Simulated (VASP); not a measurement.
Here is a VASP 6.6.1 calculation.

File INCAR:

```
SYSTEM = Ge
ALGO = Normal
EDIFF = 1E-7
EDIFFG = -0.005
ENCUT = 500
GGA = RP
GGA_COMPAT = .False.
IBRION = 2
ISIF = 3
ISMEAR = 0
LASPH = .True.
LCHARG = .False.
LREAL = .False.
LWAVE = .False.
NELM = 120
NELMIN = 4
NSW = 100
PREC = Accurate
SIGMA = 0.1
```

The input KPOINTS:

```
k-points
0
Gamma
  12 12 12
  0 0 0
```

POSCAR

```
Ge
1.0
    0.0000000000      2.9073412388      2.9073412388
    2.9073412388      0.0000000000      2.9073412388
    2.9073412388      2.9073412388      0.0000000000
Ge
2
Direct
    0.0000000000      0.0000000000      0.0000000000
    0.2500000000      0.2500000000      0.2500000000
```

Potentials or basis: VASP PAW PBE potentials, release 64 (Ge_d).

Run with:

```bash
$ cat potpaw_PBE.64/Ge_d/POTCAR > POTCAR
$ mpirun -np 1 vasp_std > vasp.out
```

What does it give for the relaxed cell?

a = 4.109 Å, b = 4.109 Å, c = 4.109 Å, α = 60.00°, β = 60.00°, γ = 60.00°.

Estimate the relaxed volume.

24.52 Å³/atom.

Final structure:
```yaml
crystal:
  lattice:
    - [0.00000, 2.90518, 2.90518]
    - [2.90518, 0.00000, 2.90518]
    - [2.90518, 2.90518, 0.00000]
  atoms:
    - { symbol: Ge, position: [0.00000, 0.00000, 0.00000] }
    - { symbol: Ge, position: [0.25000, 0.25000, 0.25000] }
```

Caveat: the PAW data sets were made with another functional, which shifts forces and pressure a little.
